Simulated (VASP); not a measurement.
# BeCdTeSe (P4/mmm) in VASP: further runs, part 3 of 3

VASP 6.6.1.

### 6 Relaxation of cell and atoms, PBE

This run uses another cell than the first one, of 23.36 Å³/atom, 1.077 times its volume.

File INCAR:

```
SYSTEM = BeCdTeSe
PREC     = Accurate       ! precision mode
ENCUT    = 600            ! plane-wave cutoff, eV
EDIFF    = 1E-7           ! SCF threshold, eV
ISMEAR   = 0              ! smearing method
SIGMA    = 0.1            ! smearing width, eV
LREAL    = .FALSE.        ! projectors in reciprocal space
LASPH    = .TRUE.         ! aspherical terms in the spheres
NELM     = 60             ! most SCF steps
ALGO     = Normal         ! electronic algorithm
ISIF     = 3              ! what is computed and relaxed
LWAVE    = .FALSE.        ! write WAVECAR
LCHARG   = .FALSE.        ! write CHGCAR
GGA      = PE             ! functional
IBRION   = 2              ! ionic algorithm
NSW      = 100            ! ionic steps
EDIFFG   = -0.01          ! ionic threshold
```

File KPOINTS:

```
regular mesh
0
G
  12 12 8
  0 0 0
```

File POSCAR:

```
BeCdTeSe
1.0
    4.0240064786      0.0000000000      0.0000000000
    0.0000000000      4.0240064786      0.0000000000
    0.0000000000      0.0000000000      5.7716167167
Be Cd Te Se
1 1 1 1
Direct
    0.0000000000      0.0000000000      0.5000000000
    0.5000000000      0.5000000000      0.5000000000
    0.0000000000      0.0000000000      0.0000000000
    0.5000000000      0.5000000000      0.0000000000
```

Potentials or basis: VASP PAW PBE potentials, release 64 (Be, Cd, Te, Se).

The run is started by

```console
$ cat potpaw_PBE.64/Be/POTCAR potpaw_PBE.64/Cd/POTCAR potpaw_PBE.64/Te/POTCAR potpaw_PBE.64/Se/POTCAR > POTCAR
$ mpirun -np 1 vasp_std > vasp.out
```

OUTCAR:

```text
SYSTEM = BeCdTeSe
   PREC = Accurate
   ENCUT = 600
   EDIFF = 1E-7
   ISMEAR = 0
   LREAL = .FALSE.
   LASPH = .TRUE.
   NELM = 60
   ISIF = 3
   GGA = PE
   IBRION = 2
   NSW = 100
   EDIFFG = -0.01

 ion  position               nearest neighbor table
   1  0.000  0.000  0.500-   2 2.85   2 2.85   2 2.85   2 2.85   3 2.89   3 2.89
   2  0.500  0.500  0.500-   1 2.85   1 2.85   1 2.85   1 2.85   4 2.89   4 2.89
   3  0.000  0.000  0.000-   4 2.85   4 2.85   4 2.85   4 2.85   1 2.89   1 2.89
   4  0.500  0.500  0.000-   3 2.85   3 2.85   3 2.85   3 2.85   2 2.89   2 2.89

  LATTYP: Found a simple tetragonal cell.
 ALAT       =     4.0240064786
 C/A-ratio  =     1.4342960796

  Lattice vectors:

 A1 = (   4.0240064786,   0.0000000000,   0.0000000000)
 A2 = (   0.0000000000,   4.0240064786,   0.0000000000)
 A3 = (   0.0000000000,   0.0000000000,   5.7716167167)

Analysis of symmetry for initial positions (statically):
=====================================================================
 Subroutine PRICEL returns:
 Original cell was already a primitive cell.

 Routine SETGRP: Setting up the symmetry group for a
 simple tetragonal supercell.

 Subroutine GETGRP returns: Found 16 space group operations
 (whereof 16 operations were pure point group operations)
 out of a pool of 16 trial point group operations.

The static configuration has the point symmetry D_4h.

Analysis of symmetry for dynamics (positions and initial velocities):
=====================================================================
 Subroutine PRICEL returns:
 Original cell was already a primitive cell.

 Routine SETGRP: Setting up the symmetry group for a
 simple tetragonal supercell.

 Subroutine GETGRP returns: Found 16 space group operations
 (whereof 16 operations were pure point group operations)
 out of a pool of 16 trial point group operations.

The dynamic configuration has the point symmetry D_4h.

 Subroutine INISYM returns: Found 16 space group operations
 (whereof 16 operations are pure point group operations),
 and found     1 'primitive' translations

----------------------------------------------------------------------------------------

                                     Primitive cell

  volume of cell :      93.4576

  direct lattice vectors                    reciprocal lattice vectors
     4.024006479  0.000000000  0.000000000     0.248508546  0.000000000  0.000000000
     0.000000000  4.024006479  0.000000000     0.000000000  0.248508546  0.000000000
     0.000000000  0.000000000  5.771616717     0.000000000  0.000000000  0.173261679

  length of vectors
     4.024006479  4.024006479  5.771616717     0.248508546  0.248508546  0.173261679

  position of ions in fractional coordinates (direct lattice)
     0.000000000  0.000000000  0.500000000
     0.500000000  0.500000000  0.500000000
     0.000000000  0.000000000  0.000000000
     0.500000000  0.500000000  0.000000000

  ion indices of the primitive-cell ions
   primitive index   ion index
                 1           1
                 2           2
                 3           3
                 4           4
[... 28 lines left out ...]
            Coordinates               Weight
  0.000000  0.000000  0.000000      1.000000
  0.083333  0.000000  0.000000      4.000000
  0.166667  0.000000  0.000000      4.000000
  0.250000  0.000000  0.000000      4.000000
  0.333333  0.000000  0.000000      4.000000
  0.416667  0.000000  0.000000      4.000000
[... 16 lines left out ...]
  0.333333  0.333333  0.000000      4.000000
  0.416667  0.333333  0.000000      8.000000
 [... further k-points ...]
   k-points           NKPTS =    140   k-points in BZ     NKDIM =    140   number of bands    NBANDS=     17
   number of dos      NEDOS =    301   number of ions     NIONS =      4
   total plane-waves  NPLWV =  49152
   dimension x,y,z NGX =    32 NGY =   32 NGZ =   48
   dimension x,y,z NGXF=    64 NGYF=   64 NGZF=   96
   ions per type =               1   1   1   1
   NGX,Y,Z   is equivalent  to a cutoff of  13.22, 13.22, 13.83 a.u.
   NGXF,Y,Z  is equivalent  to a cutoff of  26.44, 26.44, 27.65 a.u.
 SYSTEM =  BeCdTeSe
   PREC   = accura    normal or accurate (medium, high low for compatibility)
   ISTART =      0    job   : 0-new  1-cont  2-samecut
   ICHARG =      2    charge: 1-file 2-atom 10-const
   ISPIN  =      1    spin polarized calculation?
   LNONCOLLINEAR =      F non collinear calculations
   LSORBIT =      F    spin-orbit coupling
   LASPH  =      T    aspherical Exc in radial PAW
   ENCUT  =  600.0 eV  44.10 Ry    6.64 a.u.   8.04  8.04 11.53*2*pi/ulx,y,z
   NELM   =     60;   NELMIN=  2; NELMDL= -5     # of ELM steps
   EDIFF  = 0.1E-06   stopping-criterion for ELM
   LREAL  =      F    real-space projection
   EDIFFG = -.1E-01   stopping-criterion for IOM
   NSW    =    100    number of steps for IOM
   IBRION =      2    ionic relax: 0-MD 1-quasi-New 2-CG
   NFREE  =      1    steps in history (QN), initial steepest desc. (CG)
   ISIF   =      3    stress and relaxation
   ISYM   =      2    0-nonsym 1-usesym 2-fastsym
   POTIM  = 0.5000    time-step for ionic-motion
   TEBEG  =    0.0;   TEEND  =   0.0 temperature during run
   PSTRESS=    0.0 pullay stress
   NELECT =      26.0000    total number of electrons
   NUPDOWN=      -1.0000    fix difference up-down
   EMIN   =  10.00;   EMAX   =-10.00  energy-range for DOS
   EFERMI =   0.00;   METHOD = LEGACY
   ISMEAR =     0;   SIGMA  =   0.10  broadening in eV -4-tet -1-fermi 0-gaus
   EFERMI_NEDOS =   21; number of points for ismear=-14 and -15
   IALGO  =     38    algorithm
   IMIX   =      4    mixing-type and parameters
     AMIX     =   0.40;   BMIX     =  1.00
     AMIX_MAG =   1.60;   BMIX_MAG =  1.00
  volume/ion in A,a.u.               =      23.36       157.67
  Fermi-wavevector in a.u.,A,eV,Ry     =   1.068713  2.019574 15.539854  1.142147
  Thomas-Fermi vector in A             =   2.204370
   LORBIT       =      0    0 simple, 1 ext, 2 COOP (PROOUT), +10 PAW based schemes
   GGA     = PE    functional components
   LHFCALC =     F    Hartree Fock is set to
   AEXX    =    0.0000 exact exchange contribution
   IVDW    =     0    specifies the selected vdW correction
   LEPSILON=     F    determine dielectric tensor
   LRPA    =     F    only Hartree local field effects (RPA)
 conjugate gradient relaxation of ions
 non-spin polarized calculation
 Gauss-broadening in eV      SIGMA  =   0.10
  energy-cutoff  :      600.00
  volume of cell :       93.46
 maximum number of plane-waves:      3168
   NGX = 17   NGY = 17   NGZ = 23

--------------------------------------- Ionic step        1  -------------------------------------------

 number of electron      25.9999997 magnetization

 Free energy of the ion-electron system (eV)
  ---------------------------------------------------
  ext. energy  EPLUGINS =         0.00000000
  ---------------------------------------------------
  free energy    TOTEN  =        -9.60598023 eV

  energy without entropy =       -9.59893877  energy(sigma->0) =       -9.60245950

------------------------ aborting loop because EDIFF is reached ----------------------------------------

  FORCE on cell =-STRESS in cart. coord.  units (eV):
  Direction    XX          YY          ZZ          XY          YZ          ZX
  --------------------------------------------------------------------------------------
  -------------------------------------------------------------------------------------
  Total       -0.2238124     -0.2238124     -0.4437168      0.0000000     -0.0000000      0.0000000
  in kB       -3.8368952     -3.8368952     -7.6067936      0.0000000     -0.0000000      0.0000000
  external PRESSURE =      -5.0935280 kB  Pullay stress =       0.0000000 kB
[... 139 lines left out ...]
--------------------------------------- Ionic step        5  -------------------------------------------

 number of electron      25.9999998 magnetization

 Free energy of the ion-electron system (eV)
  ---------------------------------------------------
  ext. energy  EPLUGINS =         0.00000000
  ---------------------------------------------------
  free energy    TOTEN  =        -9.60832930 eV

  energy without entropy =       -9.60012975  energy(sigma->0) =       -9.60422952

 E-fermi :   4.4686     XC(G=0):  -9.7161

 val. band max:        4.4611583197   @ k =   0.3333   0.3333   0.5000
 cond. band min:       4.4689392372   @ k =   0.3333   0.0000   0.3750
 fundamental gap:      0.0077809175
 Fermi energy:         4.4685542863

 k-point     1 :       0.0000    0.0000    0.0000
  band No.  band energies     occupation
      1     -10.5791      2.00000
      2      -5.2089      2.00000
      3      -3.9109      2.00000
      4      -3.8216      2.00000
      5      -3.7781      2.00000
      6      -3.7781      2.00000
[... 457 lines left out ...]
      4      -3.8451      2.00000
      5      -3.8234      2.00000
      6      -3.7325      2.00000
[... 9 lines left out ...]
     16       7.0657      0.00000
     17       8.4573      0.00000

 [... further k-points ...]
[... 5 lines left out ...]
  --------------------------------------------------------------------------------------
  -------------------------------------------------------------------------------------
  Total       -0.0199396     -0.0199396      0.0040972      0.0000000      0.0000000      0.0000000
  in kB       -0.3457075     -0.3457075      0.0710356      0.0000000      0.0000000      0.0000000
  external PRESSURE =      -0.2067931 kB  Pullay stress =       0.0000000 kB
[... 19 lines left out ...]
  FREE ENERGIE OF THE ION-ELECTRON SYSTEM (eV)
  ---------------------------------------------------
  free  energy   TOTEN  =        -9.6083292976 eV

  energy  without entropy=       -9.6001297450  energy(sigma->0) =       -9.60422952

 reached required accuracy - stopping structural energy minimisation
```

Run time: 6.9 min. Hardware: 1 thread of Intel Xeon 6975P-C (Granite Rapids), shared host; peak memory 0.52 GiB.

What came out:

```
Free energy                            : -9.6083 eV
Relaxed volume                         : 23.10 Å³/atom
Relaxed cell                           : a = 4.023 Å, b = 4.023 Å, c = 5.709 Å, α = 90.00°, β = 90.00°, γ = 90.00°
Space group after relaxing (to 0.05 Å) : P4/mmm (No. 123)
Energy gained by relaxing              : 0.6 meV/atom
Ionic steps                            : 5
Pressure after relaxing                : 0.0 GPa
Band gap on the k mesh                 : zero (band 13 reaches 6.51 eV, above the bottom of band 14 at 2.85 eV)
```

Step by step:
```csv
step,energy change (eV),largest force (eV/Å),pressure (GPa),volume (Å³)
1,0.0000,0.0000,-0.51,93.46
2,-0.0019,0.0000,0.01,92.46
3,-0.0020,0.0000,0.06,92.38
4,-0.0022,0.0000,0.03,92.39
5,-0.0023,0.0000,-0.02,92.41
```

Final structure:
```cif
data_structure
_symmetry_space_group_name_H-M 'P 1'
_symmetry_Int_Tables_number 1
_cell_length_a 4.0232
_cell_length_b 4.0232
_cell_length_c 5.7093
_cell_angle_alpha 90.000
_cell_angle_beta 90.000
_cell_angle_gamma 90.000
_cell_volume 92.41
loop_
_atom_site_label
_atom_site_type_symbol
_atom_site_fract_x
_atom_site_fract_y
_atom_site_fract_z
_atom_site_occupancy
Be1 Be 0.00000 0.00000 0.50000 1
Cd1 Cd 0.50000 0.50000 0.50000 1
Te1 Te 0.00000 0.00000 0.00000 1
Se1 Se 0.50000 0.50000 0.00000 1
```

Levels at points of the mesh, in eV from the Fermi level:
```
           k point  band 9  band 10  band 11  band 12  band 13  band 14  band 15  band 16  band 17
(0.00, 0.00, 0.00)   -4.83    -4.61    -4.61    -0.98     2.04     2.04     2.86     3.08     3.08
(0.50, 0.00, 0.00)   -3.34    -3.09    -2.67    -2.54    -1.65    -1.62    -1.43     4.24     6.14
(0.50, 0.50, 0.00)   -6.72    -3.22    -2.92    -0.64    -0.52    -0.52    -0.12     3.64     3.64
(0.00, 0.00, 0.50)   -4.47    -4.47    -0.90    -0.59     0.98     1.62     1.62     2.83     2.83
(0.50, 0.00, 0.50)   -4.83    -2.56    -1.67    -1.60    -1.58     0.41     1.01     2.75     3.63
(0.50, 0.50, 0.50)   -6.46    -3.79    -3.41    -1.34    -1.34     2.45     2.97     3.08     4.45
```

Caveat: spin-orbit coupling is left out, which moves the levels of the heavy elements.

### 7 Overview

```tsv
task	cell	k mesh	cutoff (eV)	gap on the mesh (eV)	pressure (GPa)	relaxed volume (Å³/atom)
single point	a = 3.947, b = 3.947, c = 5.568 Å, 4 atoms	4 × 4 × 4	520	none	4.3	-
single point	a = 4.024, b = 4.024, c = 5.772 Å, 4 atoms	4 × 4 × 4	520	none	0.1	-
relaxation of cell and atoms	relaxed from a = 3.947, b = 3.947, c = 5.568 Å, 4 atoms	4 × 4 × 4	600	none	-0.2	23.48
single point	a = 4.027, b = 4.027, c = 5.690 Å, 4 atoms	12 × 12 × 8	520	none	0.1	-
relaxation of cell and atoms	relaxed from a = 4.024, b = 4.024, c = 5.772 Å, 4 atoms	12 × 12 × 8	600	none	0.0	23.10
```

Alike in all rows: level PBE; potentials or basis VASP PAW PBE potentials, release 64 (Be, Cd, Te, Se); no spin polarisation; smearing gaussian 0.1 eV.

Caveats: some runs use coarse meshes; spin-orbit coupling is left out, which moves the levels of the heavy elements.

Absolute energies hang on the potentials; compare differences alone.
